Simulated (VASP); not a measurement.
Si16O (a cell with a defect), 17 atoms in the cell. The cell holds a defect, 17 atoms: a = 7.679 Å, b = 7.679 Å, c = 7.679 Å, α = 60.00°, β = 60.00°, γ = 60.00°. 

| Quantity | Value |
| --- | --- |
| Program | VASP 6.6.1 |
| Task | single point |
| Functional | PBE |
| Potentials or basis | VASP PAW PBE potentials, release 64 (Si, O) |
| Cutoff | 520 eV |
| k mesh | 2 × 2 × 2 |
| Occupations | fermi-dirac, width 0.05 eV |
| Spin | collinear spin, zero start |
| Starting moments | [0.0, 0.0, 0.0, 0.0, 0.0, 0.0, 0.0, 0.0, 0.0, 0.0, 0.0, 0.0, 0.0, 0.0, 0.0, 0.0, 0.0] μB |
| Dipole correction | no |
| Further INCAR settings | LREAL = Auto; ALGO = Normal; EDIFF = 1e-06; NBANDS = 53 |

Potentials or basis: VASP PAW PBE potentials, release 64 (Si, O).

Run with:

```bash
$ cat potpaw_PBE.64/Si/POTCAR potpaw_PBE.64/O/POTCAR > POTCAR
$ mpirun -np 1 vasp_std > vasp.out
```

Hardware: 1 thread of Intel(R) Xeon(R) Platinum 8259CL CPU @ 2.50GHz (Skylake/Cascade Lake), with other jobs on the host.

Problem. Estimate the wall time of this run.

Solution. Run time: 8.3 min on 1 thread of Intel(R) Xeon(R) Platinum 8259CL CPU @ 2.50GHz (Skylake/Cascade Lake), on a shared host, peak memory 0.71 GiB. Counts: scf iterations 17, k points 8.
